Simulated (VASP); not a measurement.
ZrH3: single point with PBEsol

ZrH3:

```
Zr H
1.0
     3.10959    0.00000    0.00000
     0.00000    3.10959    0.00000
     0.00000    0.00000    3.10959
Zr H
1 3
Direct
  0.00000 0.00000 0.00000
  0.00000 0.50000 0.50000
  0.50000 0.00000 0.50000
  0.50000 0.50000 0.00000
```

```yaml
Program: VASP 6.6.1
Task: single point
Functional: PBEsol
Potentials_or_basis: VASP PAW PBE potentials, release 64 (Zr_sv, H)
Cutoff: 520 eV
k_mesh: 15 × 15 × 15
Occupations: fermi-dirac, width 0.1 eV
Spin: no spin polarisation
```

```json
{
 "Pressure": "-2.6 GPa",
 "Band gap on the k mesh": "zero (an odd number of electrons rules out a gap without spin polarisation)"
}
```

Levels at points of the mesh, in eV from the Fermi level:
| k point | band 5 | band 6 | band 7 | band 8 | band 9 | band 10 |
| --- | --- | --- | --- | --- | --- | --- |
| (0.00, 0.00, 0.00) | -10.27 | -4.22 | -4.22 | 3.77 | 3.77 | 3.77 |

It took 54 s on 1 thread of Intel Xeon 8259CL, with other jobs on the host, peak memory 0.18 GiB.

Caveat: the PAW data sets were made with another functional, which shifts forces and pressure a little.
